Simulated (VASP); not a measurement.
# Mg (I4/mmm) in VASP: a series of runs

Mg is run at these levels: PBEsol; tasks: single point.

All numbers are computed with VASP 6.6.1; they aren't measurements. Logs are shortened: lines on timing, memory, paths and dates and some standing lists are left out, and cuts for length are marked.

### 1 The cell of the first run

Symmetry: I4/mmm, No. 139, tetragonal system. The conventional cell has a = 3.272 Å, b = 3.272 Å, c = 3.699 Å, α = 90.00°, β = 90.00°, γ = 90.00°. Within 3.9 Å of Mg (site symmetry 4/mmm) lie 14 Mg at 2.96 to 3.70 Å.

### 2 Single point, PBEsol (strain -0.080 along x and y, +0.040 along z)

INCAR

```
  PREC = Accurate
  ENCUT = 520
  EDIFF = 1E-6
  ISMEAR = 0
  SIGMA = 0.15
  LREAL = F
  LASPH = T
  NELM = 60
  ALGO = Fast
  ISIF = 2
  LWAVE = F
  LCHARG = F
  GGA = PS
  NBANDS = 7
```

KPOINTS

```
Automatic mesh
0
Gamma
  24 24 24
```

POSCAR

```
Mg
1.0
   -1.6360828613      1.6360828613      1.8494849736
    1.6360828613     -1.6360828613      1.8494849736
    1.6360828613      1.6360828613     -1.8494849736
Mg
1
Direct
    0.0000000000      0.0000000000      0.0000000000
```

Potentials or basis: VASP PAW PBE potentials, release 64 (Mg).

The run is started by

```bash
$ cat potpaw_PBE.64/Mg/POTCAR > POTCAR
$ mpirun -np 1 vasp_std > vasp.out
```

OUTCAR:

```text
PREC = Accurate
   ENCUT = 520
   EDIFF = 1E-6
   ISMEAR = 0
   LREAL = F
   LASPH = T
   NELM = 60
   ISIF = 2
   GGA = PS

 ion  position               nearest neighbor table
   1  0.000  0.000  0.000-

  LATTYP: Found a body centered tetragonal cell.
 ALAT       =     3.2721657226
 C/A-ratio  =     1.1304347826

  Lattice vectors:

 A1 = (  -1.6360828613,   1.6360828613,   1.8494849736)
 A2 = (   1.6360828613,  -1.6360828613,   1.8494849736)
 A3 = (   1.6360828613,   1.6360828613,  -1.8494849736)

Analysis of symmetry for initial positions (statically):
=====================================================================
 Subroutine PRICEL returns:
 Original cell was already a primitive cell.

 Routine SETGRP: Setting up the symmetry group for a
 body centered tetragonal supercell.

 Subroutine GETGRP returns: Found 16 space group operations
 (whereof 16 operations were pure point group operations)
 out of a pool of 16 trial point group operations.

The static configuration has the point symmetry D_4h.

Analysis of symmetry for dynamics (positions and initial velocities):
=====================================================================
 Subroutine PRICEL returns:
 Original cell was already a primitive cell.

 Routine SETGRP: Setting up the symmetry group for a
 body centered tetragonal supercell.

 Subroutine GETGRP returns: Found 16 space group operations
 (whereof 16 operations were pure point group operations)
 out of a pool of 16 trial point group operations.

The dynamic configuration has the point symmetry D_4h.

 Subroutine INISYM returns: Found 16 space group operations
 (whereof 16 operations are pure point group operations),
 and found     1 'primitive' translations

----------------------------------------------------------------------------------------

                                     Primitive cell

  volume of cell :      19.8026

  direct lattice vectors                    reciprocal lattice vectors
    -1.636082861  1.636082861  1.849484974     0.000000000  0.305607993  0.270345532
     1.636082861 -1.636082861  1.849484974     0.305607993  0.000000000  0.270345532
     1.636082861  1.636082861 -1.849484974     0.305607993  0.305607993  0.000000000

  length of vectors
     2.962115617  2.962115617  2.962115617     0.408023225  0.408023225  0.432194969

  position of ions in fractional coordinates (direct lattice)
     0.000000000  0.000000000  0.000000000

  ion indices of the primitive-cell ions
   primitive index   ion index
                 1           1

----------------------------------------------------------------------------------------

 KPOINTS: Automatic mesh

Automatic generation of k-mesh.
 Grid dimensions read from file:
 generate k-points for:   24   24   24

 Generating k-lattice:

  Cartesian coordinates                     Fractional coordinates (reciprocal lattice)
     0.000000000  0.012733666  0.011264397     0.041666667  0.000000000 -0.000000000
     0.012733666  0.000000000  0.011264397     0.000000000  0.041666667 -0.000000000
     0.012733666  0.012733666  0.000000000     0.000000000  0.000000000  0.041666667

  Length of vectors
     0.017000968  0.017000968  0.018008124

  Shift w.r.t. Gamma in fractional coordinates (k-lattice)
     0.000000000  0.000000000  0.000000000

 Subroutine IBZKPT returns following result:
 ===========================================

 Found   1063 irreducible k-points:

 Following reciprocal coordinates:
            Coordinates               Weight
  0.000000  0.000000  0.000000      1.000000
  0.041667  0.000000 -0.000000      8.000000
  0.083333  0.000000 -0.000000      8.000000
  0.125000  0.000000 -0.000000      8.000000
  0.166667  0.000000 -0.000000      8.000000
  0.208333  0.000000 -0.000000      8.000000
[... 16 lines left out ...]
  0.416667  0.041667 -0.000000     16.000000
  0.458333  0.041667 -0.000000     16.000000
 [... further k-points ...]
   k-points           NKPTS =   1063   k-points in BZ     NKDIM =   1063   number of bands    NBANDS=      7
   number of dos      NEDOS =    301   number of ions     NIONS =      1
   total plane-waves  NPLWV =  13824
   dimension x,y,z NGX =    24 NGY =   24 NGZ =   24
   dimension x,y,z NGXF=    48 NGYF=   48 NGZF=   48
   ions per type =               1
   NGX,Y,Z   is equivalent  to a cutoff of  13.47, 13.47, 13.47 a.u.
   NGXF,Y,Z  is equivalent  to a cutoff of  26.94, 26.94, 26.94 a.u.
 SYSTEM =  unknown system
   PREC   = accura    normal or accurate (medium, high low for compatibility)
   ISTART =      0    job   : 0-new  1-cont  2-samecut
   ICHARG =      2    charge: 1-file 2-atom 10-const
   ISPIN  =      1    spin polarized calculation?
   LNONCOLLINEAR =      F non collinear calculations
   LSORBIT =      F    spin-orbit coupling
   LASPH  =      T    aspherical Exc in radial PAW
   ENCUT  =  520.0 eV  38.22 Ry    6.18 a.u.   5.51  5.51  5.51*2*pi/ulx,y,z
   NELM   =     60;   NELMIN=  2; NELMDL= -5     # of ELM steps
   EDIFF  = 0.1E-05   stopping-criterion for ELM
   LREAL  =      F    real-space projection
   EDIFFG = 0.1E-04   stopping-criterion for IOM
   NSW    =      0    number of steps for IOM
   IBRION =     -1    ionic relax: 0-MD 1-quasi-New 2-CG
   NFREE  =      0    steps in history (QN), initial steepest desc. (CG)
   ISIF   =      2    stress and relaxation
   ISYM   =      2    0-nonsym 1-usesym 2-fastsym
   POTIM  = 0.5000    time-step for ionic-motion
   TEBEG  =    0.0;   TEEND  =   0.0 temperature during run
   PSTRESS=    0.0 pullay stress
   NELECT =       2.0000    total number of electrons
   NUPDOWN=      -1.0000    fix difference up-down
   EMIN   =  10.00;   EMAX   =-10.00  energy-range for DOS
   EFERMI =   0.00;   METHOD = LEGACY
   ISMEAR =     0;   SIGMA  =   0.15  broadening in eV -4-tet -1-fermi 0-gaus
   EFERMI_NEDOS =   21; number of points for ismear=-14 and -15
   IALGO  =     68    algorithm
   IMIX   =      4    mixing-type and parameters
     AMIX     =   0.40;   BMIX     =  1.00
     AMIX_MAG =   1.60;   BMIX_MAG =  1.00
  volume/ion in A,a.u.               =      19.80       133.63
  Fermi-wavevector in a.u.,A,eV,Ry     =   0.762391  1.440710  7.908249  0.581240
  Thomas-Fermi vector in A             =   1.861842
   LORBIT       =      0    0 simple, 1 ext, 2 COOP (PROOUT), +10 PAW based schemes
   GGA     = PS    functional components
   LHFCALC =     F    Hartree Fock is set to
   AEXX    =    0.0000 exact exchange contribution
   IVDW    =     0    specifies the selected vdW correction
   LEPSILON=     F    determine dielectric tensor
   LRPA    =     F    only Hartree local field effects (RPA)
 non-spin polarized calculation
 RMM-DIIS sequential band-by-band and
 Gauss-broadening in eV      SIGMA  =   0.15
  energy-cutoff  :      520.00
  volume of cell :       19.80
 maximum number of plane-waves:       547
 NGX is ok and might be reduce to    24
   NGX = 11   NGY = 11   NGZ = 11

 number of electron       2.0000000 magnetization

 Free energy of the ion-electron system (eV)
  ---------------------------------------------------
  ext. energy  EPLUGINS =         0.00000000
  ---------------------------------------------------
  free energy    TOTEN  =        -1.65425822 eV

  energy without entropy =       -1.65010514  energy(sigma->0) =       -1.65218168

 E-fermi :   3.4370     XC(G=0):  -9.0129

 val. band max:        3.4258896475   @ k =   0.5000   0.4583  -0.0000
 cond. band min:       3.4377979050   @ k =  -0.4167   0.4167   0.3333
 fundamental gap:      0.0119082575
 Fermi energy:         3.4370235224

 k-point     1 :       0.0000    0.0000    0.0000
  band No.  band energies     occupation
      1      -4.1816      2.00000
      2      16.7833      0.00000
      3      16.7833      0.00000
      4      18.3056      0.00000
      5      19.3231      0.00000
      6      19.8345      0.00000
      7      19.9603      0.00000

 k-point     2 :       0.0417    0.0000   -0.0000
  band No.  band energies     occupation
      1      -4.1379      2.00000
      2      16.2582      0.00000
      3      16.6352      0.00000
      4      17.9150      0.00000
      5      19.0878      0.00000
      6      19.7481      0.00000
      7      19.9919      0.00000

 k-point     3 :       0.0833    0.0000   -0.0000
  band No.  band energies     occupation
      1      -4.0070      2.00000
      2      14.9770      0.00000
      3      16.2763      0.00000
      4      17.5983      0.00000
      5      18.5504      0.00000
      6      19.3772      0.00000
      7      20.1641      0.00000

 k-point     4 :       0.1250    0.0000   -0.0000
  band No.  band energies     occupation
      1      -3.7894      2.00000
      2      13.4905      0.00000
      3      15.8354      0.00000
      4      17.3404      0.00000
      5      17.9222      0.00000
      6      18.9431      0.00000
      7      20.3995      0.00000

 k-point     5 :       0.1667    0.0000   -0.0000
  band No.  band energies     occupation
      1      -3.4857      2.00000
      2      11.9880      0.00000
      3      15.3859      0.00000
      4      17.0537      0.00000
      5      17.3033      0.00000
      6      18.5333      0.00000
      7      20.3763      0.00000
[... 161 lines left out ...]
 k-point    22 :       0.3750    0.0417    0.0000
  band No.  band energies     occupation
      1      -0.3504      2.00000
      2       4.7387      0.00000
      3      12.9662      0.00000
      4      14.9543      0.00000
      5      15.8522      0.00000
      6      17.5444      0.00000
      7      22.0434      0.00000

 k-point    23 :       0.4167    0.0417   -0.0000
  band No.  band energies     occupation
      1       0.4634      2.00000
      2       3.6238      0.07830
      3      12.8819      0.00000
      4      14.7406      0.00000
      5      15.7976      0.00000
      6      17.3105      0.00000
      7      22.3228      0.00000

 k-point    24 :       0.4583    0.0417   -0.0000
  band No.  band energies     occupation
      1       1.3014      2.00000
      2       2.6308      2.00000
      3      12.8676      0.00000
      4      14.6003      0.00000
      5      15.8091      0.00000
      6      17.1397      0.00000
      7      22.1041      0.00000

 [... further k-points ...]

------------------------ aborting loop because EDIFF is reached ----------------------------------------

  FORCE on cell =-STRESS in cart. coord.  units (eV):
  Direction    XX          YY          ZZ          XY          YZ          ZX
  --------------------------------------------------------------------------------------
  -------------------------------------------------------------------------------------
  Total        0.7394043      0.7394043      0.7938322      0.0000000      0.0000000      0.0000000
  in kB       59.8234117     59.8234117     64.2270370      0.0000000      0.0000000      0.0000000
  external PRESSURE =      61.2912868 kB  Pullay stress =       0.0000000 kB

 VOLUME and BASIS-vectors are now :
 -----------------------------------------------------------------------------
  energy-cutoff  :      520.00
  volume of cell :       19.80
      direct lattice vectors                 reciprocal lattice vectors
    -1.636082861  1.636082861  1.849484974     0.000000000  0.305607993  0.270345532
     1.636082861 -1.636082861  1.849484974     0.305607993  0.000000000  0.270345532
     1.636082861  1.636082861 -1.849484974     0.305607993  0.305607993  0.000000000

 POSITION                                       TOTAL-FORCE (eV/Angst)
 -----------------------------------------------------------------------------------
      0.00000      0.00000      0.00000         0.000000      0.000000      0.000000
 -----------------------------------------------------------------------------------
    total drift:                                0.000000      0.000000      0.000000

  FREE ENERGIE OF THE ION-ELECTRON SYSTEM (eV)
  ---------------------------------------------------
  free  energy   TOTEN  =        -1.6542582198 eV

  energy  without entropy=       -1.6501051430  energy(sigma->0) =       -1.65218168
```

It took 1.9 min on 1 thread of Intel Xeon 8259CL, shared host; peak memory 0.27 GiB.

What came out:

```
Free energy            : -1.6543 eV
Pressure               : 6.1 GPa
Band gap on the k mesh : zero (bands 1 and 2 overlap by 3.68 eV)
```

Caveat: the cell differs from its parent crystal (strain -0.080 along x and y, +0.040 along z); the cell stands under pressure; the PAW data sets were made with another functional, which shifts forces and pressure a little.

### 3 Single point, PBEsol (strain -0.080 along x and y, +0.080 along z)

INCAR

```
SYSTEM = Mg
PREC = Accurate
ENCUT = 520
EDIFF = 1E-6
ISMEAR = 0
SIGMA = 0.15
LREAL = .FALSE.
LASPH = .TRUE.
NELM = 100
ALGO = Fast
ISIF = 2
LWAVE = .FALSE.
LCHARG = .TRUE.
GGA = PS
LELF = .TRUE.
LVHAR = .TRUE.
NBANDS = 7
```

KPOINTS

```
regular mesh
0
G
  24 24 24
  0 0 0
```

POSCAR

```
Mg
1.0
   -1.6360828613      1.6360828613      1.9206190111
    1.6360828613     -1.6360828613      1.9206190111
    1.6360828613      1.6360828613     -1.9206190111
Mg
1
Direct
    0.0000000000      0.0000000000      0.0000000000
```

Potentials or basis: VASP PAW PBE potentials, release 64 (Mg).

The run is started by

```bash
$ cat potpaw_PBE.64/Mg/POTCAR > POTCAR
$ mpirun -np 1 vasp_std > vasp.out
```

Wall time 88 s (1 thread of Intel Xeon 8259CL, shared host); peak memory 0.28 GiB.

Results (log left out):

```
Free energy            : -1.6803 eV
Pressure               : 4.1 GPa
Band gap on the k mesh : zero (bands 1 and 2 overlap by 3.37 eV)
```

Stress tensor (GPa, compression positive):
```
3.87 0.00 0.00
0.00 3.87 0.00
0.00 0.00 4.53
```

Levels at points of the mesh, in eV from the Fermi level:
```csv
k point,band 1,band 2,band 3,band 4
"(0.00, 0.00, 0.00)",-7.44,12.99,12.99,14.26
"(0.50, 0.00, 0.00)",-1.85,-1.20,10.15,11.37
"(0.50, 0.50, 0.00)",-1.08,-0.11,7.37,8.59
"(0.50, 0.50, 0.50)",1.80,2.71,4.96,5.62
```

Caveat: the cell differs from its parent crystal (strain -0.080 along x and y, +0.080 along z); the cell stands under pressure; the PAW data sets were made with another functional, which shifts forces and pressure a little.

### 4 Single point, PBEsol (strain -0.080 along x and y, +0.000 along z)

INCAR

```
SYSTEM = Mg
ALGO = Normal
EDIFF = 1E-6
ENCUT = 520
GGA = PS
ISIF = 2
ISMEAR = 0
LASPH = .True.
LCHARG = .False.
LREAL = .False.
LWAVE = .False.
NBANDS = 7
NELM = 100
PREC = Accurate
SIGMA = 0.15
```

KPOINTS

```
k-points
0
Gamma
  24 24 24
  0 0 0
```

POSCAR

```
Mg
1.0
   -1.6360828613      1.6360828613      1.7783509362
    1.6360828613     -1.6360828613      1.7783509362
    1.6360828613      1.6360828613     -1.7783509362
Mg
1
Direct
    0.0000000000      0.0000000000      0.0000000000
```

The run is started by

```bash
$ cat potpaw_PBE.64/Mg/POTCAR > POTCAR
$ mpirun -np 1 vasp_std > vasp.out
```

Wall time 1.8 min (1 thread of Intel Xeon 8259CL, shared host); peak memory 0.27 GiB.

The run converged. Its results:

```yaml
Free_energy: -1.6190 eV
Pressure: 8.6 GPa
Band_gap_on_the_k_mesh: zero (bands 1 and 2 overlap by 4.17 eV)
```

Levels at points of the mesh, in eV from the Fermi level:
```tsv
k point	band 1	band 2	band 3	band 4	band 5
(0.00, 0.00, 0.00)	-7.80	13.78	13.78	15.57	15.59
(0.50, 0.00, 0.00)	-1.90	-1.08	9.88	11.47	12.10
(0.50, 0.50, 0.00)	-1.47	-0.48	8.31	9.89	10.41
(0.50, 0.50, 0.50)	3.05	3.42	4.52	5.21	5.21
```

Caveat: the cell differs from its parent crystal (strain -0.080 along x and y, +0.000 along z); the cell stands under pressure; the PAW data sets were made with another functional, which shifts forces and pressure a little.

### 5 Summary

```csv
cell,gap on the mesh (eV),pressure (GPa)
"a = 2.962 Å, angles 112.9, 112.9, 102.7°, 1 atom",none,6.1
"a = 3.007 Å, angles 114.1, 114.1, 100.6°, 1 atom",none,4.1
"a = 2.918 Å, angles 111.8, 111.8, 104.9°, 1 atom",none,8.6
```

Alike in all rows: task single point; level PBEsol; potentials or basis VASP PAW PBE potentials, release 64 (Mg); no spin polarisation; k mesh 24 × 24 × 24; cutoff (eV) 520; smearing gaussian 0.15 eV.

Caveats: the cell stands under pressure; the PAW data sets were made with another functional, which shifts forces and pressure a little.

Absolute energies hang on the potentials; compare differences alone.
